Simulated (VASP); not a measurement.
Write the native input for VASP 6.6.1 that does the following.

- Task: single point
- Functional: r2SCAN
- Potentials or basis: VASP PAW PBE potentials, release 64 (B, Sb, Ga_d)
- Cutoff: 520 eV
- k mesh: 6 × 6 × 4
- Occupations: fermi-dirac, width 0.02 eV
- Spin: no spin polarisation
- Dipole correction: no
- Further INCAR settings: ALGO = Normal; EDIFF = 1e-06; NBANDS = 21

The system is GaBSb2.

```xyz
4
Lattice="3.9942 0.0000 0.0000 0.0000 3.9942 0.0000 0.0000 0.0000 5.8004" Properties=species:S:1:pos:R:3 pbc="T T T"
B     0.0000    0.0000    0.0000
Sb    0.0000    1.9971    1.2604
Sb    1.9971    0.0000    4.5400
Ga    1.9971    1.9971    2.9002
```

These files were run (other wordings do the same):

POSCAR

```
GaBSb2
1.0
    3.9942036122      0.0000000000      0.0000000000
    0.0000000000      3.9942036122      0.0000000000
    0.0000000000      0.0000000000      5.8003750337
B Sb Ga
1 2 1
Direct
    0.0000000000      0.0000000000      0.0000000000
    0.0000000000      0.5000000000      0.2172915758
    0.5000000000      0.0000000000      0.7827084242
    0.5000000000      0.5000000000      0.5000000000
```

INCAR.step1

```
ALGO = Normal
EDIFF = 1E-4
ENCUT = 520
GGA = PE
ISMEAR = -1
LASPH = T
LCHARG = F
LREAL = F
LWAVE = T
NBANDS = 21
NELM = 80
PREC = Accurate
SIGMA = 0.02
```

INCAR.step2

```
ALGO = Normal
EDIFF = 1E-6
ENCUT = 520
ISIF = 2
ISMEAR = -1
ISTART = 1
LASPH = T
LCHARG = F
LMIXTAU = T
LREAL = F
LWAVE = F
METAGGA = R2SCAN
NBANDS = 21
NELM = 80
PREC = Accurate
SIGMA = 0.02
```

KPOINTS

```
k-points
0
Gamma
  6 6 4
```

Potentials or basis: VASP PAW PBE potentials, release 64 (B, Sb, Ga_d).

Command:

```console
$ cat potpaw_PBE.64/B/POTCAR potpaw_PBE.64/Sb/POTCAR potpaw_PBE.64/Ga_d/POTCAR > POTCAR
$ cp INCAR.step1 INCAR
$ mpirun -np 1 vasp_std > vasp.out
$ cp INCAR.step2 INCAR
$ mpirun -np 1 vasp_std > vasp.out
```

It gave:

- Pressure: 0.2 GPa
- Largest force: 0.017 eV/Å
- Band gap on the k mesh: zero (filled and empty bands overlap)

Caveat: semilocal functionals underestimate gaps, so a narrow gap can read as zero; the PAW data sets were made with another functional, which shifts forces and pressure a little; spin-orbit coupling is left out, which moves the levels of the heavy elements.

Wall time 4.7 min on 1 thread of Intel Xeon 8259CL (shared host), peak memory 0.25 GiB.
